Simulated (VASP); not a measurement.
# Al (a cell with a defect) in VASP: single point with PBE

Aim: the single point of Al (a cell with a defect) with PBE.

All numbers are computed with VASP 6.6.1; they aren't measurements. Logs are shortened: lines on timing, memory, paths and dates and some standing lists are left out, and cuts for length are marked.

**1. The cell of the first run**

The cell holds a defect, 31 atoms: a = 8.100 Å, b = 8.100 Å, c = 8.100 Å, α = 90.00°, β = 90.00°, γ = 90.00°.

**2. Single point, PBE**

INCAR reads:

```
  PREC = Accurate
  ENCUT = 520
  EDIFF = 1E-6
  ISMEAR = 0
  SIGMA = 0.05
  LREAL = Auto
  LASPH = T
  NELM = 60
  ALGO = Normal
  ISIF = 2
  LWAVE = F
  LCHARG = T
  GGA = PE
  LELF = T
  LVHAR = T
  NBANDS = 68
```

KPOINTS reads:

```
Automatic mesh
0
Gamma
  3 3 3
```

POSCAR reads:

```
Al
1.0
    8.1000000000      0.0000000000      0.0000000000
    0.0000000000      8.1000000000      0.0000000000
    0.0000000000      0.0000000000      8.1000000000
Al
31
Direct
    0.4972222222      0.0018760494      0.0000056790
    0.7491946914      0.2501154321      0.0000925926
    0.7491961728     -0.0007283951      0.2507428395
    0.0013877778      0.0021343210      0.0000441975
    0.4972807407      0.4982450617      0.0000881481
    0.7492262963      0.7499254321     -0.0000288889
    0.2492082716      0.0018677778      0.2482009877
    0.4970233333      0.2501035802      0.2479144444
    0.7491998765      0.5009298765      0.2509729630
    0.5002407407     -0.0006513580      0.4999349383
    0.7491507407      0.2500614815      0.4999064198
    0.7492733333     -0.0008250617      0.7491875309
    0.0013601235      0.4979256790      0.0000637037
    0.2492623457      0.7500429630      0.0000546914
    0.0012838272      0.2499950617      0.2481360494
    0.2493240741      0.4982267901      0.2480665432
    0.5001040741      0.7500964198      0.2509861728
   -0.0017530864     -0.0008761728      0.4999955556
    0.2490780247      0.2500332099      0.5001183951
    0.5000486420      0.5008367901      0.5000303704
    0.7491546914      0.7501002469      0.4999534568
    0.2492637037      0.0019160494      0.7519095062
    0.4972137037      0.2500043210      0.7520945679
    0.7492143210      0.5007591358      0.7491217284
   -0.0018318519      0.7500537037      0.2507796296
   -0.0015843210      0.5010882716      0.5000095062
    0.2491907407      0.7501622222      0.4998879012
    0.0010976543      0.2499566667      0.7518992593
    0.2492958025      0.4981077778      0.7520455556
    0.5000516049      0.7499980247      0.7489391358
   -0.0016182716      0.7500324691      0.7492180247
```

Potentials or basis: VASP PAW PBE potentials, release 64 (Al).

Run with:

```bash
cat potpaw_PBE.64/Al/POTCAR > POTCAR
mpirun -np 1 vasp_std > vasp.out
```

OUTCAR:

```text
PREC = Accurate
   ENCUT = 520
   EDIFF = 1E-6
   ISMEAR = 0
   LREAL = Auto
   LASPH = T
   NELM = 60
   ISIF = 2
   GGA = PE

 ion  position               nearest neighbor table
   1  0.497  0.002  0.000-  23 2.84  22 2.84   8 2.84   7 2.84  14 2.86   2 2.87   3 2.88  17 2.88
                            12 2.88  30 2.88   6 2.89
   2  0.749  0.250  0.000-  13 2.86  23 2.86   8 2.86   5 2.86  28 2.86  15 2.86   4 2.86   1 2.87
                             3 2.87  24 2.87   9 2.87  12 2.87
   3  0.749  0.999  0.251-  10 2.85  25 2.85  17 2.85  18 2.85  21 2.85  11 2.86   6 2.86   2 2.87
                             1 2.88  15 2.88   4 2.88   8 2.88
   4  0.001  0.002  0.000-  15 2.84  28 2.84   7 2.84  22 2.84  14 2.86   2 2.86  25 2.88   3 2.88
                            31 2.88  12 2.88   6 2.89
   5  0.497  0.498  0.000-  16 2.84   8 2.84  29 2.84  23 2.84  14 2.86   2 2.86  17 2.88   9 2.88
                            24 2.88  30 2.88   6 2.88
   6  0.749  0.750  1.000-  25 2.86  31 2.86   9 2.86  24 2.86  12 2.86   3 2.86  17 2.86  30 2.86
                             5 2.88   1 2.89  13 2.89   4 2.89
   7  0.249  0.002  0.248-   4 2.84   8 2.84  15 2.84   1 2.84  14 2.86  19 2.86  17 2.88  18 2.88
                            10 2.88  25 2.88  27 2.88
   8  0.497  0.250  0.248-  16 2.84   5 2.84   7 2.84   1 2.84   2 2.86  19 2.86  10 2.88  20 2.88
                             3 2.88   9 2.88  11 2.89
   9  0.749  0.501  0.251-  25 2.85  21 2.85  20 2.85  26 2.85  17 2.85  11 2.86   6 2.86   2 2.87
[... 31 lines left out ...]
  25  0.998  0.750  0.251-   9 2.85  21 2.85   3 2.85  26 2.85  18 2.85   6 2.86  27 2.86  14 2.87
                             4 2.88  13 2.88   7 2.88  16 2.88
  26  0.998  0.501  0.500-  31 2.85  25 2.85   9 2.85  21 2.85  24 2.85  27 2.86  11 2.87  19 2.87
                            16 2.88  29 2.88  15 2.88  28 2.88
  27  0.249  0.750  0.500-  17 2.86  26 2.86  18 2.86  30 2.86  25 2.86  31 2.86  20 2.86  10 2.87
                             7 2.88  16 2.89  22 2.89  29 2.89
  28  0.001  0.250  0.752-   4 2.84  13 2.84  22 2.84  29 2.84  19 2.86   2 2.86  12 2.88  24 2.88
                            18 2.88  26 2.88  11 2.89
  29  0.249  0.498  0.752-  13 2.84  23 2.84   5 2.84  28 2.84  14 2.86  19 2.86  30 2.88  20 2.88
                            31 2.88  26 2.88  27 2.89
  30  0.500  0.750  0.749-  20 2.85  21 2.85  10 2.85  12 2.85  24 2.85  27 2.86   6 2.86  14 2.87
                            29 2.88  22 2.88   5 2.88   1 2.88
  31  0.998  0.750  0.749-  26 2.85  12 2.85  18 2.85  24 2.85  21 2.86   6 2.86  27 2.86  14 2.87
                            22 2.88  29 2.88   4 2.88  13 2.88

  LATTYP: Found a simple cubic cell.
 ALAT       =     8.1000000000

  Lattice vectors:

 A1 = (   8.1000000000,   0.0000000000,   0.0000000000)
 A2 = (   0.0000000000,   8.1000000000,   0.0000000000)
 A3 = (   0.0000000000,   0.0000000000,   8.1000000000)

Analysis of symmetry for initial positions (statically):
=====================================================================
 Subroutine PRICEL returns:
 Original cell was already a primitive cell.

 Routine SETGRP: Setting up the symmetry group for a
 simple cubic supercell.

 Subroutine GETGRP returns: Found  1 space group operations
 (whereof  1 operations were pure point group operations)
 out of a pool of 48 trial point group operations.

The static configuration has the point symmetry C_1 .

Analysis of symmetry for dynamics (positions and initial velocities):
=====================================================================
 Subroutine PRICEL returns:
 Original cell was already a primitive cell.

 Routine SETGRP: Setting up the symmetry group for a
 simple cubic supercell.

 Subroutine GETGRP returns: Found  1 space group operations
 (whereof  1 operations were pure point group operations)
 out of a pool of 48 trial point group operations.

The dynamic configuration has the point symmetry C_1 .

 Subroutine INISYM returns: Found  1 space group operations
 (whereof  1 operations are pure point group operations),
 and found     1 'primitive' translations

----------------------------------------------------------------------------------------

                                     Primitive cell

  volume of cell :     531.4410

  direct lattice vectors                    reciprocal lattice vectors
     8.100000000  0.000000000  0.000000000     0.123456790  0.000000000  0.000000000
[... 84 lines left out ...]
     0.041152263  0.000000000  0.000000000     0.333333333  0.000000000  0.000000000
     0.000000000  0.041152263  0.000000000     0.000000000  0.333333333  0.000000000
     0.000000000  0.000000000  0.041152263     0.000000000  0.000000000  0.333333333

  Length of vectors
     0.041152263  0.041152263  0.041152263

  Shift w.r.t. Gamma in fractional coordinates (k-lattice)
     0.000000000  0.000000000  0.000000000

 Subroutine IBZKPT returns following result:
 ===========================================

 Found     14 irreducible k-points:

 Following reciprocal coordinates:
            Coordinates               Weight
  0.000000  0.000000  0.000000      1.000000
  0.333333  0.000000  0.000000      2.000000
  0.000000  0.333333  0.000000      2.000000
  0.000000  0.000000  0.333333      2.000000
  0.333333  0.333333  0.000000      2.000000
  0.000000  0.333333  0.333333      2.000000
  0.333333  0.000000  0.333333      2.000000
 -0.333333  0.333333  0.000000      2.000000
 -0.333333  0.000000  0.333333      2.000000
  0.000000 -0.333333  0.333333      2.000000
  0.333333  0.333333  0.333333      2.000000
 -0.333333  0.333333  0.333333      2.000000
 -0.333333 -0.333333  0.333333      2.000000
  0.333333 -0.333333  0.333333      2.000000
   k-points           NKPTS =     14   k-points in BZ     NKDIM =     14   number of bands    NBANDS=     68
   number of dos      NEDOS =    301   number of ions     NIONS =     31
   total plane-waves  NPLWV = 216000
   dimension x,y,z NGX =    60 NGY =   60 NGZ =   60
   dimension x,y,z NGXF=   120 NGYF=  120 NGZF=  120
   ions per type =              31
   NGX,Y,Z   is equivalent  to a cutoff of  12.31, 12.31, 12.31 a.u.
   NGXF,Y,Z  is equivalent  to a cutoff of  24.63, 24.63, 24.63 a.u.
 SYSTEM =  unknown system
   PREC   = accura    normal or accurate (medium, high low for compatibility)
   ISTART =      0    job   : 0-new  1-cont  2-samecut
   ICHARG =      2    charge: 1-file 2-atom 10-const
   ISPIN  =      1    spin polarized calculation?
   LNONCOLLINEAR =      F non collinear calculations
   LSORBIT =      F    spin-orbit coupling
   LASPH  =      T    aspherical Exc in radial PAW
   ENCUT  =  520.0 eV  38.22 Ry    6.18 a.u.  15.06 15.06 15.06*2*pi/ulx,y,z
   NELM   =     60;   NELMIN=  2; NELMDL= -5     # of ELM steps
   EDIFF  = 0.1E-05   stopping-criterion for ELM
   LREAL  =      T    real-space projection
   EDIFFG = 0.1E-04   stopping-criterion for IOM
   NSW    =      0    number of steps for IOM
   IBRION =     -1    ionic relax: 0-MD 1-quasi-New 2-CG
   NFREE  =      0    steps in history (QN), initial steepest desc. (CG)
   ISIF   =      2    stress and relaxation
   ISYM   =      2    0-nonsym 1-usesym 2-fastsym
   POTIM  = 0.5000    time-step for ionic-motion
   TEBEG  =    0.0;   TEEND  =   0.0 temperature during run
   PSTRESS=    0.0 pullay stress
   NELECT =      93.0000    total number of electrons
   NUPDOWN=      -1.0000    fix difference up-down
   EMIN   =  10.00;   EMAX   =-10.00  energy-range for DOS
   EFERMI =   0.00;   METHOD = LEGACY
   ISMEAR =     0;   SIGMA  =   0.05  broadening in eV -4-tet -1-fermi 0-gaus
   EFERMI_NEDOS =   21; number of points for ismear=-14 and -15
   IALGO  =     38    algorithm
   IMIX   =      4    mixing-type and parameters
     AMIX     =   0.40;   BMIX     =  1.00
     AMIX_MAG =   1.60;   BMIX_MAG =  1.00
  volume/ion in A,a.u.               =      17.14       115.69
  Fermi-wavevector in a.u.,A,eV,Ry     =   0.915695  1.730412 11.408446  0.838497
  Thomas-Fermi vector in A             =   2.040466
   LORBIT       =      0    0 simple, 1 ext, 2 COOP (PROOUT), +10 PAW based schemes
   GGA     = PE    functional components
   LHFCALC =     F    Hartree Fock is set to
   AEXX    =    0.0000 exact exchange contribution
   IVDW    =     0    specifies the selected vdW correction
   LEPSILON=     F    determine dielectric tensor
   LRPA    =     F    only Hartree local field effects (RPA)
 non-spin polarized calculation
 Gauss-broadening in eV      SIGMA  =   0.05
  energy-cutoff  :      520.00
  volume of cell :      531.44
 maximum number of plane-waves:     14358
   NGX = 31   NGY = 31   NGZ = 31

 number of electron      93.0000000 magnetization

 Free energy of the ion-electron system (eV)
  ---------------------------------------------------
  ext. energy  EPLUGINS =         0.00000000
  ---------------------------------------------------
  free energy    TOTEN  =      -115.95462815 eV

  energy without entropy =     -115.93501536  energy(sigma->0) =     -115.94482176

 E-fermi :   7.4453     XC(G=0): -10.0285

 val. band max:        7.4038178290   @ k =   0.3333   0.3333   0.3333
 cond. band min:       7.4588243303   @ k =  -0.3333   0.3333   0.3333
 fundamental gap:      0.0550065013
 Fermi energy:         7.4453434990

 k-point     1 :       0.0000    0.0000    0.0000
  band No.  band energies     occupation
      1      -3.3723      2.00000
      2      -1.2183      2.00000
      3      -1.2172      2.00000
      4      -1.1734      2.00000
      5      -1.1727      2.00000
      6      -1.1721      2.00000
[... 843 lines left out ...]
     57       9.2717      0.00000
     58       9.5239      0.00000
 [bands above 58 left out]

------------------------ aborting loop because EDIFF is reached ----------------------------------------

  FORCE on cell =-STRESS in cart. coord.  units (eV):
  Direction    XX          YY          ZZ          XY          YZ          ZX
  --------------------------------------------------------------------------------------
  -------------------------------------------------------------------------------------
  Total       -3.7565156     -3.7641116     -3.7659460     -0.0142794      0.0008742     -0.0031214
  in kB      -11.3250656    -11.3479658    -11.3534961     -0.0430492      0.0026354     -0.0094103
  external PRESSURE =     -11.3421758 kB  Pullay stress =       0.0000000 kB

 VOLUME and BASIS-vectors are now :
 -----------------------------------------------------------------------------
  energy-cutoff  :      520.00
  volume of cell :      531.44
      direct lattice vectors                 reciprocal lattice vectors
     8.100000000  0.000000000  0.000000000     0.123456790  0.000000000  0.000000000
     0.000000000  8.100000000  0.000000000     0.000000000  0.123456790  0.000000000
     0.000000000  0.000000000  8.100000000     0.000000000  0.000000000  0.123456790

 POSITION                                       TOTAL-FORCE (eV/Angst)
 -----------------------------------------------------------------------------------
      4.02750      0.01520      0.00005         0.003543      0.003074     -0.000213
      6.06848      2.02594      0.00075        -0.002681      0.000070      0.000698
      6.06849      8.09410      2.03102        -0.000482     -0.006278      0.005223
      0.01124      0.01729      0.00036        -0.000982     -0.000654     -0.001373
      4.02797      4.03578      0.00071         0.003512     -0.004232     -0.002623
      6.06873      6.07440      8.09977        -0.002218      0.000489     -0.002111
[... 23 lines left out ...]
      4.05042      6.07498      6.06641         0.004533      0.001491     -0.003863
      8.08689      6.07526      6.06867        -0.005429     -0.001279     -0.004738
 -----------------------------------------------------------------------------------
    total drift:                               -0.076773      0.006929     -0.000210

  FREE ENERGIE OF THE ION-ELECTRON SYSTEM (eV)
  ---------------------------------------------------
  free  energy   TOTEN  =      -115.9546281470 eV

  energy  without entropy=     -115.9350153634  energy(sigma->0) =     -115.94482176
```

Wall time 3.8 min (1 thread of Intel Xeon 6975P-C (Granite Rapids), shared host); peak memory 0.63 GiB.

Results:

```yaml
Free_energy: -115.9546 eV
Pressure: -1.1 GPa
Largest_force: 0.009 eV/Å
Band_gap_on_the_k_mesh: zero (an odd number of electrons rules out a gap without spin polarisation)
```

Forces in eV/Å, atoms in the order of the input:
```
Al   0.004  0.003  0.000
Al  -0.003  0.000  0.001
Al   0.000 -0.006  0.005
Al  -0.001 -0.001 -0.001
Al   0.004 -0.004 -0.003
Al  -0.002  0.000 -0.002
Al   0.001  0.003 -0.003
Al   0.005 -0.002 -0.001
Al   0.000  0.001  0.002
Al   0.001 -0.007  0.002
Al  -0.001  0.002 -0.001
Al  -0.003 -0.005 -0.003
Al  -0.001  0.000 -0.001
Al  -0.003  0.001  0.000
Al   0.000  0.003 -0.002
Al  -0.002 -0.004  0.002
Al   0.006  0.000  0.005
Al  -0.003 -0.004  0.000
Al  -0.001  0.001 -0.001
Al   0.005  0.007  0.001
Al  -0.002  0.000  0.003
Al   0.000  0.001  0.001
Al   0.003  0.000  0.001
Al   0.000  0.009 -0.004
Al   0.000  0.000  0.004
Al  -0.004  0.001  0.001
Al  -0.003 -0.001  0.002
Al   0.004  0.003  0.002
Al  -0.002 -0.003 -0.002
Al   0.005  0.001 -0.004
Al  -0.005 -0.001 -0.005
```

Levels at points of the mesh, in eV from the Fermi level:
```
           k point  band 45  band 46  band 47  band 48  band 49  band 50
(0.00, 0.00, 0.00)    -0.27     0.42     0.51     0.51     0.51     0.56
```
